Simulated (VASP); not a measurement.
# Ti3O4 (Cmmm) in VASP: single point with r2SCAN

Aim: the single point of Ti3O4 with r2SCAN.

Program: VASP 6.6.1. These are calculated values, not measurements. Logs are shortened: lines on timing, memory, paths and dates and some standing lists are left out, and cuts for length are marked.

### 1 The cell of the first run

The structure is orthorhombic, space group Cmmm (No. 65). The conventional cell has a = 5.840 Å, b = 8.143 Å, c = 3.014 Å, α = 90.00°, β = 90.00°, γ = 90.00°. Ti (site symmetry mmm) has 6 O at 2.04 to 2.09 Å within 2.7 Å. Ti (site symmetry 2/m) has 6 O at 2.04 to 2.10 Å within 2.7 Å. Within 2.8 Å of O (site symmetry 2mm) lie 4 Ti at 2.04 Å and 1 O at 2.75 Å. Within 2.8 Å of O (site symmetry m2m) lie 5 Ti at 2.09 to 2.10 Å.

### 2 Single point, r2SCAN

File POSCAR:

```
Ti3O4
1.0
    2.9202380355     -4.0715797757      0.0000000000
    2.9202380355      4.0715797757      0.0000000000
    0.0000000000      0.0000000000      3.0141737100
Ti O
3 4
Direct
    0.0000000000      0.0000000000      0.5000000000
    0.5000000000      0.0000000000      0.0000000000
    0.0000000000      0.5000000000      0.0000000000
    0.7650007800      0.7650007800      0.0000000000
    0.2571340100      0.7428659900      0.5000000000
    0.2349992200      0.2349992200      0.0000000000
    0.7428659900      0.2571340100      0.5000000000
```

File INCAR.step1:

```
SYSTEM = Ti3O4
PREC = Accurate
ENCUT = 520
ISMEAR = 0
SIGMA = 0.1
LREAL = .FALSE.
LASPH = .TRUE.
NELM = 80
NBANDS = 39
GGA = PE
ALGO = Normal
EDIFF = 1E-4
LWAVE = .TRUE.
LCHARG = .FALSE.
```

File INCAR.step2:

```
SYSTEM = Ti3O4
PREC = Accurate
ENCUT = 520
EDIFF = 1E-7
ISMEAR = 0
SIGMA = 0.1
LREAL = .FALSE.
LASPH = .TRUE.
NELM = 80
ALGO = Normal
ISIF = 2
LWAVE = .FALSE.
LCHARG = .TRUE.
METAGGA = R2SCAN
LMIXTAU = .TRUE.
LELF = .TRUE.
LVHAR = .TRUE.
NBANDS = 39
ISTART = 1
```

File KPOINTS:

```
regular mesh
0
G
  8 8 12
  0 0 0
```

Potentials or basis: VASP PAW PBE potentials, release 64 (Ti_sv, O).

The run is started by

```
> cat potpaw_PBE.64/Ti_sv/POTCAR potpaw_PBE.64/O/POTCAR > POTCAR
> cp INCAR.step1 INCAR
> mpirun -np 1 vasp_std > vasp.out
> cp INCAR.step2 INCAR
> mpirun -np 1 vasp_std > vasp.out
```

OUTCAR:

```text
SYSTEM = Ti3O4
   PREC = Accurate
   ENCUT = 520
   EDIFF = 1E-7
   ISMEAR = 0
   LREAL = .FALSE.
   LASPH = .TRUE.
   NELM = 80
   ISIF = 2
   METAGGA = R2SCAN
   ISTART = 1

 ion  position               nearest neighbor table
   1  0.000  0.000  0.500-   4 2.04   6 2.04   4 2.04   6 2.04   5 2.09   7 2.09
   2  0.500  0.000  0.000-   4 2.04   6 2.04   5 2.10   7 2.10   5 2.10   7 2.10   3 2.92   3 2.92

   3  0.000  0.500  0.000-   4 2.04   6 2.04   5 2.10   7 2.10   5 2.10   7 2.10   2 2.92   2 2.92

   4  0.765  0.765  0.000-   2 2.04   3 2.04   1 2.04   1 2.04
   5  0.257  0.743  0.500-   1 2.09   2 2.10   3 2.10   2 2.10   3 2.10
   6  0.235  0.235  0.000-   2 2.04   3 2.04   1 2.04   1 2.04
   7  0.743  0.257  0.500-   1 2.09   2 2.10   3 2.10   2 2.10   3 2.10

  LATTYP: Found a base centered orthorhombic cell.
 ALAT       =     5.8404760710
 B/A-ratio  =     1.3942629766
 C/A-ratio  =     0.5160835647

  Lattice vectors:

 A1 = (   2.9202380355,  -4.0715797757,   0.0000000000)
 A2 = (   2.9202380355,   4.0715797757,   0.0000000000)
 A3 = (   0.0000000000,   0.0000000000,   3.0141737100)

Analysis of symmetry for initial positions (statically):
=====================================================================
 Subroutine PRICEL returns:
 Original cell was already a primitive cell.

 Routine SETGRP: Setting up the symmetry group for a
 base centered orthorhombic supercell.

 Subroutine GETGRP returns: Found  8 space group operations
 (whereof  8 operations were pure point group operations)
 out of a pool of  8 trial point group operations.

The static configuration has the point symmetry D_2h.

Analysis of symmetry for dynamics (positions and initial velocities):
=====================================================================
 Subroutine PRICEL returns:
 Original cell was already a primitive cell.

 Routine SETGRP: Setting up the symmetry group for a
 base centered orthorhombic supercell.

 Subroutine GETGRP returns: Found  8 space group operations
 (whereof  8 operations were pure point group operations)
 out of a pool of  8 trial point group operations.

The dynamic configuration has the point symmetry D_2h.

 Subroutine INISYM returns: Found  8 space group operations
 (whereof  8 operations are pure point group operations),
 and found     1 'primitive' translations

----------------------------------------------------------------------------------------

                                     Primitive cell

  volume of cell :      71.6769

  direct lattice vectors                    reciprocal lattice vectors
     2.920238036 -4.071579776  0.000000000     0.171218919 -0.122802457  0.000000000
     2.920238036  4.071579776  0.000000000     0.171218919  0.122802457  0.000000000
     0.000000000  0.000000000  3.014173710     0.000000000  0.000000000  0.331765882

  length of vectors
     5.010544088  5.010544088  3.014173710     0.210704442  0.210704442  0.331765882

  position of ions in fractional coordinates (direct lattice)
     0.000000000  0.000000000  0.500000000
     0.500000000  0.000000000  0.000000000
     0.000000000  0.500000000  0.000000000
     0.765000780  0.765000780  0.000000000
     0.257134010  0.742865990  0.500000000
     0.234999220  0.234999220  0.000000000
     0.742865990  0.257134010  0.500000000

  ion indices of the primitive-cell ions
   primitive index   ion index
                 1           1
                 2           2
                 3           3
                 4           4
                 5           5
                 6           6
                 7           7

----------------------------------------------------------------------------------------

 KPOINTS: regular mesh

Automatic generation of k-mesh.
 Grid dimensions read from file:
 generate k-points for:    8    8   12

 Generating k-lattice:

  Cartesian coordinates                     Fractional coordinates (reciprocal lattice)
     0.021402365 -0.015350307  0.000000000     0.125000000  0.000000000  0.000000000
     0.021402365  0.015350307  0.000000000     0.000000000  0.125000000  0.000000000
     0.000000000  0.000000000  0.027647157     0.000000000  0.000000000  0.083333333

  Length of vectors
     0.026338055  0.026338055  0.027647157

  Shift w.r.t. Gamma in fractional coordinates (k-lattice)
     0.000000000  0.000000000  0.000000000

 Subroutine IBZKPT returns following result:
 ===========================================

 Found    147 irreducible k-points:

 Following reciprocal coordinates:
            Coordinates               Weight
  0.000000  0.000000  0.000000      1.000000
  0.125000 -0.000000  0.000000      4.000000
  0.250000 -0.000000  0.000000      4.000000
  0.375000  0.000000  0.000000      4.000000
  0.500000 -0.000000  0.000000      2.000000
  0.125000  0.125000  0.000000      2.000000
[... 16 lines left out ...]
  0.125000 -0.000000  0.083333      8.000000
  0.250000 -0.000000  0.083333      8.000000
 [... further k-points ...]
   k-points           NKPTS =    147   k-points in BZ     NKDIM =    147   number of bands    NBANDS=     39
   number of dos      NEDOS =    301   number of ions     NIONS =      7
   total plane-waves  NPLWV =  38400
   dimension x,y,z NGX =    40 NGY =   40 NGZ =   24
   dimension x,y,z NGXF=    80 NGYF=   80 NGZF=   48
   ions per type =               3   4
   NGX,Y,Z   is equivalent  to a cutoff of  13.27, 13.27, 13.24 a.u.
   NGXF,Y,Z  is equivalent  to a cutoff of  26.54, 26.54, 26.47 a.u.
 SYSTEM =  Ti3O4
   PREC   = accura    normal or accurate (medium, high low for compatibility)
   ISTART =      1    job   : 0-new  1-cont  2-samecut
   ICHARG =      0    charge: 1-file 2-atom 10-const
   ISPIN  =      1    spin polarized calculation?
   LNONCOLLINEAR =      F non collinear calculations
   LSORBIT =      F    spin-orbit coupling
   LASPH  =      T    aspherical Exc in radial PAW
   ENCUT  =  520.0 eV  38.22 Ry    6.18 a.u.   9.32  9.32  5.60*2*pi/ulx,y,z
   NELM   =     80;   NELMIN=  2; NELMDL=  0     # of ELM steps
   EDIFF  = 0.1E-06   stopping-criterion for ELM
   LREAL  =      F    real-space projection
   EDIFFG = 0.1E-05   stopping-criterion for IOM
   NSW    =      0    number of steps for IOM
   IBRION =     -1    ionic relax: 0-MD 1-quasi-New 2-CG
   NFREE  =      0    steps in history (QN), initial steepest desc. (CG)
   ISIF   =      2    stress and relaxation
   ISYM   =      2    0-nonsym 1-usesym 2-fastsym
   POTIM  = 0.5000    time-step for ionic-motion
   TEBEG  =    0.0;   TEEND  =   0.0 temperature during run
   PSTRESS=    0.0 pullay stress
   NELECT =      60.0000    total number of electrons
   NUPDOWN=      -1.0000    fix difference up-down
   EMIN   =  10.00;   EMAX   =-10.00  energy-range for DOS
   EFERMI =   0.00;   METHOD = LEGACY
   ISMEAR =     0;   SIGMA  =   0.10  broadening in eV -4-tet -1-fermi 0-gaus
   EFERMI_NEDOS =   21; number of points for ismear=-14 and -15
   IALGO  =     38    algorithm
   IMIX   =      4    mixing-type and parameters
     AMIX     =   0.40;   BMIX     =  1.00
     AMIX_MAG =   1.60;   BMIX_MAG =  1.00
  volume/ion in A,a.u.               =      10.24        69.10
  Fermi-wavevector in a.u.,A,eV,Ry     =   1.542880  2.915620 32.388370  2.380478
  Thomas-Fermi vector in A             =   2.648622
   LORBIT       =      0    0 simple, 1 ext, 2 COOP (PROOUT), +10 PAW based schemes
   METAGGA = R2SCAN    functional components
   LHFCALC =     F    Hartree Fock is set to
   AEXX    =    0.0000 exact exchange contribution
   IVDW    =     0    specifies the selected vdW correction
   LEPSILON=     F    determine dielectric tensor
   LRPA    =     F    only Hartree local field effects (RPA)
 non-spin polarized calculation
 Gauss-broadening in eV      SIGMA  =   0.10
  energy-cutoff  :      520.00
  volume of cell :       71.68
 maximum number of plane-waves:      1958
 NGX is ok and might be reduce to    40
   NGX = 19   NGY = 19   NGZ = 11

 number of electron      60.0000003 magnetization

 Free energy of the ion-electron system (eV)
  ---------------------------------------------------
  ext. energy  EPLUGINS =         0.00000000
  ---------------------------------------------------
  free energy    TOTEN  =       -83.66150177 eV

  energy without entropy =      -83.64530272  energy(sigma->0) =      -83.65340225

 E-fermi :   9.4369     XC(G=0): -12.7185

 val. band max:        9.4360326878   @ k =   0.1250   0.1250   0.5000
 cond. band min:       9.4404327691   @ k =   0.2500   0.2500   0.1667
 fundamental gap:      0.0044000812
 Fermi energy:         9.4368570876

 k-point     1 :       0.0000    0.0000    0.0000
  band No.  band energies     occupation
      1     -51.2391      2.00000
      2     -51.1770      2.00000
      3     -50.9791      2.00000
      4     -26.9562      2.00000
      5     -26.7911      2.00000
      6     -26.4995      2.00000
[... 31 lines left out ...]
     38      11.4453      0.00000
     39      11.4825      0.00000

 k-point     2 :       0.1250   -0.0000    0.0000
  band No.  band energies     occupation
      1     -51.2363      2.00000
      2     -51.1788      2.00000
      3     -50.9801      2.00000
      4     -26.9356      2.00000
      5     -26.7812      2.00000
      6     -26.4951      2.00000
[... 31 lines left out ...]
     38      11.4090      0.00000
     39      11.4467      0.00000

 k-point     3 :       0.2500   -0.0000    0.0000
  band No.  band energies     occupation
      1     -51.2287      2.00000
      2     -51.1841      2.00000
      3     -50.9827      2.00000
      4     -26.8832      2.00000
      5     -26.7499      2.00000
      6     -26.4818      2.00000
[... 832 lines left out ...]
 k-point    23 :       0.1250   -0.0000    0.0833
  band No.  band energies     occupation
      1     -51.2332      2.00000
      2     -51.1768      2.00000
      3     -50.9788      2.00000
      4     -26.9217      2.00000
      5     -26.7685      2.00000
      6     -26.4914      2.00000
[... 31 lines left out ...]
     38      11.3613      0.00000
     39      11.4459      0.00000

 k-point    24 :       0.2500   -0.0000    0.0833
  band No.  band energies     occupation
      1     -51.2258      2.00000
      2     -51.1821      2.00000
      3     -50.9812      2.00000
      4     -26.8708      2.00000
      5     -26.7403      2.00000
      6     -26.4805      2.00000
[... 31 lines left out ...]
     38      11.3907      0.00000
     39      11.7384      0.00000

 [... further k-points ...]

------------------------ aborting loop because EDIFF is reached ----------------------------------------

  FORCE on cell =-STRESS in cart. coord.  units (eV):
  Direction    XX          YY          ZZ          XY          YZ          ZX
  --------------------------------------------------------------------------------------
  -------------------------------------------------------------------------------------
  Total        0.1298524     -0.0118615     -0.1619588     -0.0000000      0.0000000      0.0000000
  in kB        2.9025588     -0.2651370     -3.6202261     -0.0000000      0.0000000      0.0000000
  external PRESSURE =      -0.3276014 kB  Pullay stress =       0.0000000 kB

 VOLUME and BASIS-vectors are now :
 -----------------------------------------------------------------------------
  energy-cutoff  :      520.00
  volume of cell :       71.68
      direct lattice vectors                 reciprocal lattice vectors
     2.920238036 -4.071579776  0.000000000     0.171218919 -0.122802457  0.000000000
     2.920238036  4.071579776  0.000000000     0.171218919  0.122802457  0.000000000
     0.000000000  0.000000000  3.014173710     0.000000000  0.000000000  0.331765882

 POSITION                                       TOTAL-FORCE (eV/Angst)
 -----------------------------------------------------------------------------------
      0.00000      0.00000      1.50709         0.000000     -0.000000      0.000000
      1.46012     -2.03579      0.00000         0.000000     -0.000000      0.000000
      1.46012      2.03579      0.00000         0.000000     -0.000000      0.000000
      4.46797      0.00000      0.00000         0.011777     -0.000000      0.000000
      2.92024      1.97770      1.50709         0.000000     -0.016777      0.000000
      1.37251      0.00000      0.00000        -0.011777     -0.000000      0.000000
      2.92024     -1.97770      1.50709         0.000000      0.016777      0.000000
 -----------------------------------------------------------------------------------
    total drift:                                0.000000     -0.000000      0.000000

  FREE ENERGIE OF THE ION-ELECTRON SYSTEM (eV)
  ---------------------------------------------------
  free  energy   TOTEN  =       -83.6615017681 eV

  energy  without entropy=      -83.6453027242  energy(sigma->0) =      -83.65340225
```

Run time: 40 min. Hardware: 1 thread of AMD EPYC 9R14 (Zen 4), shared host; peak memory 0.39 GiB.

What came out:

```
Free energy            : -83.6615 eV
Pressure               : 0.0 GPa
Largest force          : 0.017 eV/Å
Band gap on the k mesh : zero (bands 30 and 31 overlap by 1.09 eV)
```

Forces on the atoms (eV/Å):
```
Ti   0.000  0.000  0.000
Ti   0.000  0.000  0.000
Ti   0.000  0.000  0.000
O    0.012  0.000  0.000
O    0.000 -0.017  0.000
O   -0.012  0.000  0.000
O    0.000  0.017  0.000
```

Caveat: the PAW data sets were made with another functional, which shifts forces and pressure a little; semilocal functionals often make such compounds metallic where correlation or magnetic order opens a gap, which also shifts bond lengths.
